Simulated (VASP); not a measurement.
# SeO (P4/mmm) in VASP: relaxation of cell and atoms with PBE

Aim: the relaxation of cell and atoms of SeO with PBE.

Program: VASP 6.6.1. These are calculated values, not measurements. Logs are shortened: lines on timing, memory, paths and dates and some standing lists are left out, and cuts for length are marked.

## Step 1: The cell of the first run

It takes space group P4/mmm (No. 123, tetragonal). The conventional cell has a = 2.996 Å, b = 2.996 Å, c = 3.927 Å, α = 90.00°, β = 90.00°, γ = 90.00°. Within 4.0 Å of Se (site symmetry 4/mmm) lie 8 O at 2.89 Å and 6 Se at 3.00 to 3.93 Å. Within 4.0 Å of O (site symmetry 4/mmm) lie 8 Se at 2.89 Å and 6 O at 3.00 to 3.93 Å.

## Step 2: Relaxation of cell and atoms, PBE, collinear spin, ferromagnetic start

INCAR reads:

```
PREC = Accurate
ENCUT = 600
EDIFF = 1E-6
ISMEAR = 0
SIGMA = 0.1
LREAL = F
LASPH = T
NELM = 150
ALGO = Normal
ISIF = 3
LWAVE = F
LCHARG = F
ISPIN = 2
MAGMOM = 0 0.69
LORBIT = 11
GGA = PE
IBRION = 2
NSW = 90
EDIFFG = -0.04
```

KPOINTS reads:

```
Automatic mesh
0
Gamma
  6 6 4
```

POSCAR reads:

```
SeO
1.0
    2.9958230239      0.0000000000      0.0000000000
    0.0000000000      2.9958230239      0.0000000000
    0.0000000000      0.0000000000      3.9266680349
Se O
1 1
Direct
    0.5000000000      0.5000000000      0.5000000000
    0.0000000000      0.0000000000      0.0000000000
```

Potentials or basis: VASP PAW PBE potentials, release 64 (Se, O).

Run with:

```bash
cat potpaw_PBE.64/Se/POTCAR potpaw_PBE.64/O/POTCAR > POTCAR
mpirun -np 1 vasp_std > vasp.out
```

OUTCAR:

```text
PREC = Accurate
   ENCUT = 600
   EDIFF = 1E-6
   ISMEAR = 0
   LREAL = F
   LASPH = T
   NELM = 150
   ISIF = 3
   ISPIN = 2
   LORBIT = 11
   GGA = PE
   IBRION = 2
   NSW = 90
   EDIFFG = -0.04

 ion  position               nearest neighbor table
   1  0.500  0.500  0.500-
   2  0.000  0.000  0.000-

  LATTYP: Found a simple tetragonal cell.
 ALAT       =     2.9958230239
 C/A-ratio  =     1.3107142857

  Lattice vectors:

 A1 = (   2.9958230239,   0.0000000000,   0.0000000000)
 A2 = (   0.0000000000,   2.9958230239,   0.0000000000)
 A3 = (   0.0000000000,   0.0000000000,   3.9266680349)

Analysis of symmetry for initial positions (statically):
=====================================================================
 Subroutine PRICEL returns:
 Original cell was already a primitive cell.

 Routine SETGRP: Setting up the symmetry group for a
 simple tetragonal supercell.

 Subroutine GETGRP returns: Found 16 space group operations
 (whereof 16 operations were pure point group operations)
 out of a pool of 16 trial point group operations.

The static configuration has the point symmetry D_4h.

Analysis of symmetry for dynamics (positions and initial velocities):
=====================================================================
 Subroutine PRICEL returns:
 Original cell was already a primitive cell.

 Routine SETGRP: Setting up the symmetry group for a
 simple tetragonal supercell.

 Subroutine GETGRP returns: Found 16 space group operations
 (whereof 16 operations were pure point group operations)
 out of a pool of 16 trial point group operations.

The dynamic configuration has the point symmetry D_4h.

Analysis of structural, dynamic, and magnetic symmetry:
=====================================================================
 Subroutine PRICEL returns:
 Original cell was already a primitive cell.

 Routine SETGRP: Setting up the symmetry group for a
 simple tetragonal supercell.

 Subroutine GETGRP returns: Found 16 space group operations
 (whereof 16 operations were pure point group operations)
 out of a pool of 16 trial point group operations.

The overall configuration has the point symmetry D_4h.

 Subroutine INISYM returns: Found 16 space group operations
 (whereof 16 operations are pure point group operations),
 and found     1 'primitive' translations

----------------------------------------------------------------------------------------

                                     Primitive cell

  volume of cell :      35.2417

  direct lattice vectors                    reciprocal lattice vectors
     2.995823024  0.000000000  0.000000000     0.333798089  0.000000000  0.000000000
     0.000000000  2.995823024  0.000000000     0.000000000  0.333798089  0.000000000
     0.000000000  0.000000000  3.926668035     0.000000000  0.000000000  0.254668842

  length of vectors
     2.995823024  2.995823024  3.926668035     0.333798089  0.333798089  0.254668842

  position of ions in fractional coordinates (direct lattice)
     0.500000000  0.500000000  0.500000000
     0.000000000  0.000000000  0.000000000

  ion indices of the primitive-cell ions
   primitive index   ion index
                 1           1
                 2           2

----------------------------------------------------------------------------------------

 KPOINTS: Automatic mesh

Automatic generation of k-mesh.
 Grid dimensions read from file:
 generate k-points for:    6    6    4

 Generating k-lattice:

  Cartesian coordinates                     Fractional coordinates (reciprocal lattice)
     0.055633015  0.000000000  0.000000000     0.166666667  0.000000000  0.000000000
     0.000000000  0.055633015  0.000000000     0.000000000  0.166666667  0.000000000
     0.000000000  0.000000000  0.063667210     0.000000000  0.000000000  0.250000000

  Length of vectors
     0.055633015  0.055633015  0.063667210

  Shift w.r.t. Gamma in fractional coordinates (k-lattice)
     0.000000000  0.000000000  0.000000000

 Subroutine IBZKPT returns following result:
 ===========================================

 Found     30 irreducible k-points:

 Following reciprocal coordinates:
            Coordinates               Weight
  0.000000  0.000000  0.000000      1.000000
  0.166667  0.000000  0.000000      4.000000
  0.333333  0.000000  0.000000      4.000000
  0.500000  0.000000  0.000000      2.000000
  0.166667  0.166667  0.000000      4.000000
  0.333333  0.166667  0.000000      8.000000
[... 16 lines left out ...]
  0.333333  0.000000  0.500000      4.000000
  0.500000  0.000000  0.500000      2.000000
 [... further k-points ...]
   k-points           NKPTS =     30   k-points in BZ     NKDIM =     30   number of bands    NBANDS=     10
   number of dos      NEDOS =    301   number of ions     NIONS =      2
   total plane-waves  NPLWV =  18432
   dimension x,y,z NGX =    24 NGY =   24 NGZ =   32
   dimension x,y,z NGXF=    48 NGYF=   48 NGZF=   64
   ions per type =               1   1
   NGX,Y,Z   is equivalent  to a cutoff of  13.32, 13.32, 13.55 a.u.
   NGXF,Y,Z  is equivalent  to a cutoff of  26.64, 26.64, 27.10 a.u.
 SYSTEM =  unknown system
   PREC   = accura    normal or accurate (medium, high low for compatibility)
   ISTART =      0    job   : 0-new  1-cont  2-samecut
   ICHARG =      2    charge: 1-file 2-atom 10-const
   ISPIN  =      2    spin polarized calculation?
   LNONCOLLINEAR =      F non collinear calculations
   LSORBIT =      F    spin-orbit coupling
   LASPH  =      T    aspherical Exc in radial PAW
   ENCUT  =  600.0 eV  44.10 Ry    6.64 a.u.   5.98  5.98  7.84*2*pi/ulx,y,z
   NELM   =    150;   NELMIN=  2; NELMDL= -5     # of ELM steps
   EDIFF  = 0.1E-05   stopping-criterion for ELM
   LREAL  =      F    real-space projection
   EDIFFG = -.4E-01   stopping-criterion for IOM
   NSW    =     90    number of steps for IOM
   IBRION =      2    ionic relax: 0-MD 1-quasi-New 2-CG
   NFREE  =      1    steps in history (QN), initial steepest desc. (CG)
   ISIF   =      3    stress and relaxation
   ISYM   =      2    0-nonsym 1-usesym 2-fastsym
   POTIM  = 0.5000    time-step for ionic-motion
   TEBEG  =    0.0;   TEEND  =   0.0 temperature during run
   PSTRESS=    0.0 pullay stress
   NELECT =      12.0000    total number of electrons
   NUPDOWN=      -1.0000    fix difference up-down
   EMIN   =  10.00;   EMAX   =-10.00  energy-range for DOS
   EFERMI =   0.00;   METHOD = LEGACY
   ISMEAR =     0;   SIGMA  =   0.10  broadening in eV -4-tet -1-fermi 0-gaus
   EFERMI_NEDOS =   21; number of points for ismear=-14 and -15
   IALGO  =     38    algorithm
   IMIX   =      4    mixing-type and parameters
     AMIX     =   0.40;   BMIX     =  1.00
     AMIX_MAG =   1.60;   BMIX_MAG =  1.00
  volume/ion in A,a.u.               =      17.62       118.91
  Fermi-wavevector in a.u.,A,eV,Ry     =   1.143185  2.160306 17.781064  1.306871
  Thomas-Fermi vector in A             =   2.279881
   LORBIT       =     11    0 simple, 1 ext, 2 COOP (PROOUT), +10 PAW based schemes
   GGA     = PE    functional components
   LHFCALC =     F    Hartree Fock is set to
   AEXX    =    0.0000 exact exchange contribution
   IVDW    =     0    specifies the selected vdW correction
   LEPSILON=     F    determine dielectric tensor
   LRPA    =     F    only Hartree local field effects (RPA)
 conjugate gradient relaxation of ions
 spin polarized calculation
 Gauss-broadening in eV      SIGMA  =   0.10
  energy-cutoff  :      600.00
  volume of cell :       35.24
 maximum number of plane-waves:      1200
 NGX is ok and might be reduce to    24
   NGX = 11   NGY = 11   NGZ = 15

--------------------------------------- Ionic step        1  -------------------------------------------

 number of electron      11.9999997 magnetization       0.0019759

 number of electron      11.9999997 magnetization      -0.0006003

 Free energy of the ion-electron system (eV)
  ---------------------------------------------------
  ext. energy  EPLUGINS =         0.00000000
  ---------------------------------------------------
  free energy    TOTEN  =        -5.89629799 eV

  energy without entropy =       -5.88165625  energy(sigma->0) =       -5.88897712

 E-fermi :   1.8251     XC(G=0):  -9.8938

 val. band max:        1.8157075059   @ k =   0.5000   0.1667   0.2500
 cond. band min:       1.8268624241   @ k =   0.5000   0.3333   0.0000
 fundamental gap:      0.0111549182
 Fermi energy:         1.8250660256

 spin component 1

 k-point     1 :       0.0000    0.0000    0.0000
  band No.  band energies     occupation
      1     -14.8515      1.00000
      2     -11.2083      1.00000
      3      -1.7200      1.00000
      4       1.0590      1.00000
      5       1.0590      1.00000
      6       3.4246      0.00000
      7       4.1990      0.00000
      8       4.1990      0.00000
      9       9.6147      0.00000
     10      10.6390      0.00000
[... 720 lines left out ...]
  FREE ENERGIE OF THE ION-ELECTRON SYSTEM (eV)
  ---------------------------------------------------
  free  energy   TOTEN  =        -6.8056001129 eV

  energy  without entropy=       -6.8009831099  energy(sigma->0) =       -6.80329161

[... ionic steps 4 to 8 ...]

--------------------------------------- Ionic step        9  -------------------------------------------

 number of electron      12.0000002 magnetization      -0.0000000

 number of electron      12.0000002 magnetization       0.0000000

------------------------ aborting loop because EDIFF is reached ----------------------------------------

  FORCE on cell =-STRESS in cart. coord.  units (eV):
  Direction    XX          YY          ZZ          XY          YZ          ZX
  --------------------------------------------------------------------------------------
  -------------------------------------------------------------------------------------
  Total        0.3127617      0.3127617      0.3367843      0.0000000      0.0000000      0.0000000
  in kB       20.5115317     20.5115317     22.0869816      0.0000000      0.0000000      0.0000000
  external PRESSURE =      21.0366816 kB  Pullay stress =       0.0000000 kB
[... 61 lines left out ...]
--------------------------------------- Ionic step       11  -------------------------------------------

 number of electron      12.0000001 magnetization      -0.0000000

 number of electron      12.0000001 magnetization       0.0000000

 Free energy of the ion-electron system (eV)
  ---------------------------------------------------
  ext. energy  EPLUGINS =         0.00000000
  ---------------------------------------------------
  free energy    TOTEN  =        -6.91054867 eV

  energy without entropy =       -6.90221346  energy(sigma->0) =       -6.90638107

 E-fermi :   6.1392     XC(G=0): -11.6332

 val. band max:        6.0735448595   @ k =   0.3333   0.1667   0.2500
 cond. band min:       6.1712873628   @ k =   0.1667   0.1667   0.2500
 fundamental gap:      0.0977425033
 Fermi energy:         6.1391629664

 spin component 1

 k-point     1 :       0.0000    0.0000    0.0000
  band No.  band energies     occupation
      1     -13.6353      1.00000
      2      -6.3902      1.00000
      3       2.1954      1.00000
      4       2.9010      1.00000
      5       2.9010      1.00000
      6       9.2144      0.00000
      7       9.5975      0.00000
      8       9.5975      0.00000
      9      12.8294      0.00000
     10      13.2833      0.00000
[... 644 lines left out ...]
  FREE ENERGIE OF THE ION-ELECTRON SYSTEM (eV)
  ---------------------------------------------------
  free  energy   TOTEN  =        -6.9105486694 eV

  energy  without entropy=       -6.9022134608  energy(sigma->0) =       -6.90638107

 reached required accuracy - stopping structural energy minimisation

 total charge

# of ion       s       p       d       tot
------------------------------------------
    1        1.585   1.819   0.083   3.486
    2        1.623   3.162   0.000   4.785
--------------------------------------------------
tot          3.208   4.980   0.083   8.271

 magnetization (x)

# of ion       s       p       d       tot
------------------------------------------
    1        0.000  -0.000   0.000  -0.000
    2       -0.000  -0.000   0.000  -0.000
--------------------------------------------------
tot         -0.000  -0.000   0.000  -0.000
```

Wall time 68 s (1 thread of Intel Xeon 6975P-C (Granite Rapids), shared host); peak memory 0.19 GiB.

What came out:

```
Free energy                                           : -6.9105 eV
Relaxed volume                                        : 12.41 Å³/atom
Relaxed cell                                          : a = 2.875 Å, b = 2.875 Å, c = 3.003 Å, α = 90.00°, β = 90.00°, γ = 90.00°
Space group after relaxing (to 0.1 Å)                 : P4/mmm (No. 123)
Energy gained by relaxing                             : 507.1 meV/atom
Ionic steps                                           : 11
Pressure after relaxing                               : 0.0 GPa
Band gap on the k mesh                                : zero (filled and empty bands overlap)
Net moment                                            : 0.00 μB per cell
Valence electrons inside the program's atomic spheres : Se 3.49; O 4.79
```

Stress tensor (GPa, compression positive):
```
-0.07  0.00  0.00
 0.00 -0.07  0.00
 0.00  0.00  0.22
```

Step by step:
```csv
step,energy change (eV),largest force (eV/Å),pressure (GPa),volume (Å³)
1,0.0000,0.0000,-18.54,35.24
2,-0.8893,0.0000,-4.45,25.82
3,-0.9093,0.0000,0.24,24.77
4,-0.9096,0.0000,1.18,24.58
5,-0.9389,0.0000,1.09,24.59
6,-0.9625,0.0000,1.48,24.57
7,-1.0115,0.0000,1.92,24.45
8,-1.0102,0.0000,2.32,24.40
9,-1.0118,0.0000,2.10,24.43
10,-1.0086,0.0000,-2.85,25.43
11,-1.0143,0.0000,0.02,24.82
```

Final structure:
```yaml
crystal:
  lattice:
    - [2.87474, 0.00000, 0.00000]
    - [0.00000, 2.87474, 0.00000]
    - [0.00000, 0.00000, 3.00347]
  atoms:
    - { symbol: Se, position: [0.50000, 0.50000, 0.50000] }
    - { symbol: O, position: [0.00000, 0.00000, 0.00000] }
```

Caveat: the k points lie up to 0.52 Å⁻¹ apart in the final cell, too coarse for converged energies and pressures of a metal; the volume moved by over 15 % at a fixed basis, so the end points are rough.

The gap in the log of VASP goes by the Fermi energy; the results here count the filled bands.